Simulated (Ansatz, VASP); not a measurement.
Te: VASP beside Ansatz

INCAR

```
SYSTEM = Te
PREC = Accurate ; ENCUT = 520
EDIFF = 1E-6 ; ISMEAR = -1
SIGMA = 0.1 ; LREAL = .False.
LASPH = .True. ; NELM = 60
ALGO = Normal ; ISIF = 2
LWAVE = .False. ; LCHARG = .False.
GGA = PE ; NBANDS = 16
```

The input KPOINTS:

```
Automatic mesh
0
Gamma
  7 7 9
  0 0 0
```

The input POSCAR:

```
Te
1.0
    5.5413086195      0.0000000000      0.0000000000
   -2.7706543097      4.7989140347      0.0000000000
    0.0000000000      0.0000000000      3.2749167862
Te
3
Direct
    0.0000000000      0.0000000000      0.0000000000
    0.3333333333      0.6666666667      0.5000000000
    0.6666666667      0.3333333333      0.5000000000
```

Input for Ansatz:

```yaml
crystal:
  lattice:
    - [5.5413086195, 0.0, 0.0]
    - [-2.7706543097, 4.7989140347, 0.0]
    - [0.0, 0.0, 3.2749167862]
  atoms:
    - { symbol: Te, position: [0.0, 0.0, 0.0] }
    - { symbol: Te, position: [0.3333333333, 0.6666666667, 0.5] }
    - { symbol: Te, position: [0.6666666667, 0.3333333333, 0.5] }
kpoints:
  mp_grid: { grid: [7, 7, 9] }
scf:
  occupations: { method: fermi_dirac, width: 0.1 }
hamiltonian:
  xc: pbe
  pseudopotentials: { kind: all_electron, datasets: crystal }
output:
  forces: true
  stress: true
  eigenvalues: true
```

Change from the starting cell: volume scaled by 1, crystal datasets.

Alike in both runs: task single point; functional PBE; k mesh 7 × 7 × 9; occupations fermi-dirac, width 0.1 eV; no spin polarisation.

|  | VASP | Ansatz |
| --- | --- | --- |
| version | VASP 6.6.1 | Ansatz 0.2.0 |
| potentials or method | VASP PAW PBE potentials, release 64 (Te), cutoff 520 eV | all-electron PAW with datasets made for the crystal, scalar-relativistic |

Ansatz gave:

- pressure (GPa): 0.0

Q: What did VASP give for the same quantities?

A: Pressure (GPa): -0.1.

Ansatz ran all-electron here, and VASP with PAW potentials.

Spin-orbit coupling is off throughout.
